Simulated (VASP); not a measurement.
Here is a VASP 6.6.1 calculation.

POSCAR

```
SnO2
1.0
    0.0000000000      2.5336843050      2.5336843050
    2.5336843050      0.0000000000      2.5336843050
    2.5336843050      2.5336843050      0.0000000000
Sn O
1 2
Direct
    0.0000000000      0.0000000000      0.0000000000
    0.2500000000      0.2500000000      0.2500000000
    0.7500000000      0.7500000000      0.7500000000
```

The input INCAR.step1:

```
SYSTEM = SnO2
ALGO = Normal
EDIFF = 1E-4
ENCUT = 520
GGA = PE
ISMEAR = 0
LASPH = .TRUE.
LCHARG = .FALSE.
LREAL = .FALSE.
LWAVE = .TRUE.
NBANDS = 20
NELM = 60
PREC = Accurate
SIGMA = 0.1
```

The input INCAR.step2:

```
SYSTEM = SnO2
ALGO = Normal
EDIFF = 1E-6
ENCUT = 520
ISIF = 2
ISMEAR = 0
ISTART = 1
LASPH = .TRUE.
LCHARG = .TRUE.
LELF = .TRUE.
LMIXTAU = .TRUE.
LREAL = .FALSE.
LVHAR = .TRUE.
LWAVE = .FALSE.
METAGGA = R2SCAN
NBANDS = 20
NELM = 60
PREC = Accurate
SIGMA = 0.1
```

KPOINTS

```
k-points
0
G
  6 6 6
  0 0 0
```

Potentials or basis: VASP PAW PBE potentials, release 64 (Sn_d, O).

Command:

```sh
$ cat potpaw_PBE.64/Sn_d/POTCAR potpaw_PBE.64/O/POTCAR > POTCAR
$ cp INCAR.step1 INCAR
$ mpirun -np 1 vasp_std > vasp.out
$ cp INCAR.step2 INCAR
$ mpirun -np 1 vasp_std > vasp.out
```

(1) Estimate the band gap on the k mesh.

(2) Estimate the pressure.

Results:

(1) 0.88 eV (least direct gap 2.29 eV).

(2) 1.3 GPa.

Caveat: the PAW data sets were made with another functional, which shifts forces and pressure a little; spin-orbit coupling is left out, which moves the levels of the heavy elements.
